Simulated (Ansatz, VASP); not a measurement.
Two plane-wave programs on LaGaF4

File INCAR:

```
  ALGO = Normal
  EDIFF = 1E-6
  ENCUT = 520
  GGA = PE
  ISIF = 2
  ISMEAR = 0
  LASPH = True
  LCHARG = True
  LELF = True
  LREAL = False
  LVHAR = True
  LWAVE = False
  NBANDS = 35
  NELM = 100
  PREC = Accurate
  SIGMA = 0.02
```

Contents of KPOINTS:

```
k-points
0
Gamma
  6 6 4
```

Contents of POSCAR:

```
LaGaF4
1.0
    4.1142007972      0.0000000000      0.0000000000
    0.0000000000      4.1142007972      0.0000000000
    0.0000000000      0.0000000000      6.2489500815
La Ga F
1 1 4
Direct
    0.0000000000      0.0000000000      0.0000000000
    0.5000000000      0.5000000000      0.5000000000
    0.5000000000      0.0000000000      0.7858827478
    0.0000000000      0.5000000000      0.2141172522
    0.5000000000      0.0000000000      0.2141172522
    0.0000000000      0.5000000000      0.7858827478
```

Input for Ansatz:

```yaml
crystal:
  lattice:
    - [4.1142007972, 0.0, 0.0]
    - [0.0, 4.1142007972, 0.0]
    - [0.0, 0.0, 6.2489500815]
  atoms:
    - { symbol: La, position: [0.0, 0.0, 0.0] }
    - { symbol: Ga, position: [0.5, 0.5, 0.5] }
    - { symbol: F, position: [0.5, 0.0, 0.7858827478] }
    - { symbol: F, position: [0.0, 0.5, 0.2141172522] }
    - { symbol: F, position: [0.5, 0.0, 0.2141172522] }
    - { symbol: F, position: [0.0, 0.5, 0.7858827478] }
basis:
  ecutwfc: 420
kpoints:
  mp_grid: { grid: [6, 6, 4] }
  band_path:
    path:
      - [[0.0, 0.0, 0.0], [0.0, 0.5, 0.0], [0.5, 0.5, 0.0], [0.0, 0.0, 0.0], [0.0, 0.0, 0.5], [0.0, 0.5, 0.5], [0.5, 0.5, 0.5], [0.0, 0.0, 0.5]]
      - [[0.0, 0.5, 0.0], [0.0, 0.5, 0.5]]
      - [[0.5, 0.5, 0.0], [0.5, 0.5, 0.5]]
    npoints: 14
hamiltonian:
  xc: pbe
scf:
  occupations: { method: gaussian, width: 0.02 }
  n_extra_bands: 15
output:
  forces: true
  stress: true
  eigenvalues: true
  populations: true
  dos: { projected: true, de: 0.02, nscf_kmesh: { grid: [9, 9, 6] } }
  bader: true
  write_density: true
  write_potential: true
  elf: true
  volumetric_format: npy
```

Alike in both runs: task single point; functional PBE; k mesh 6 × 6 × 4; occupations gaussian, width 0.02 eV; no spin polarisation.

|  | VASP | Ansatz |
| --- | --- | --- |
| version | VASP 6.6.1 | Ansatz 0.2.0 |
| potentials or method | VASP PAW PBE potentials, release 64 (La, Ga_d, F), cutoff 520 eV | scalar-relativistic, plane waves, PAW |
| valence electrons in the cell | 52 | 52 |

VASP gave:

```
gap on the k mesh at the Fermi level (eV) : 3.93
least direct gap on the mesh (eV)         : 4.20
pressure (GPa)                            : -0.3
rms of the force components (eV/Å)        : 0.007
```

Question: What did Ansatz give for the same quantities?

Answer: gap on the k mesh at the Fermi level (eV): 3.93; least direct gap on the mesh (eV): 4.20; pressure (GPa): 0.0; rms of the force components (eV/Å): 0.002.

Atom by atom the forces differ by 0.005 eV/Å (rms over components).

Neither program's run includes spin-orbit coupling.
